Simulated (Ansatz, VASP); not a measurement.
# One calculation of Ge, two programs

File INCAR:

```
PREC = Accurate
ENCUT = 520
EDIFF = 1E-6
ISMEAR = 0
SIGMA = 0.15
LREAL = F
LASPH = T
NELM = 60
ALGO = Normal
ISIF = 2
LWAVE = F
LCHARG = F
GGA = PS
NBANDS = 36
```

KPOINTS

```
Automatic mesh
0
Gamma
  12 12 8
```

The input POSCAR:

```
Ge
1.0
    3.9969678642      0.0000000000      0.0000000000
   -1.9984839321      3.4614757085      0.0000000000
    0.0000000000      0.0000000000      6.5963651330
Ge
4
Direct
    0.6541094033      0.3241407785      0.0629118565
    0.3458905967      0.6758592215      0.5629118565
    0.6792239301      0.3425258881      0.4370881435
    0.3207760699      0.6574741119      0.9370881435
```

Input for Ansatz:

```yaml
crystal:
  lattice:
    - [3.9969678642, 0.0, 0.0]
    - [-1.9984839321, 3.4614757085, 0.0]
    - [0.0, 0.0, 6.596365133]
  atoms:
    - { symbol: Ge, position: [0.6541094033, 0.3241407785, 0.0629118565] }
    - { symbol: Ge, position: [0.3458905967, 0.6758592215, 0.5629118565] }
    - { symbol: Ge, position: [0.6792239301, 0.3425258881, 0.4370881435] }
    - { symbol: Ge, position: [0.3207760699, 0.6574741119, 0.9370881435] }
basis:
  ecutwfc: 420
kpoints:
  mp_grid: { grid: [12, 12, 8] }
hamiltonian:
  xc: pbesol
scf:
  occupations: { method: gaussian, width: 0.15 }
output:
  forces: true
  stress: true
  eigenvalues: true
  write_density: true
  write_potential: true
  elf: true
  volumetric_format: npy
```

Change from the starting cell: mode 4 (51.0 1/cm) frozen in, largest displacement +0.045 Å.

Alike in both runs: task single point; functional PBEsol; k mesh 12 × 12 × 8; occupations gaussian, width 0.15 eV; no spin polarisation.

```csv
,VASP,Ansatz
version,VASP 6.6.1,Ansatz 0.2.0
potentials or method,"VASP PAW PBE potentials, release 64 (Ge_d), cutoff 520 eV","scalar-relativistic, plane waves, PAW"
valence electrons in the cell,56,56
```

```tsv
	VASP	Ansatz	Ansatz less VASP
gap on the k mesh at the Fermi level (eV)	0.03	0.03	-0.002
least direct gap on the mesh (eV)	0.03	0.03	-0.002
pressure (GPa)	-0.1	0.0	+0.07
traceless stress, the component that is largest in VASP (GPa)	-0.06	-0.06	-0.003
rms of the force components (eV/Å)	0.018	0.019	+0.0004
```

VASP's potentials were made for PBE, not for PBEsol. Atom by atom the forces differ by 0.001 eV/Å (rms over components).
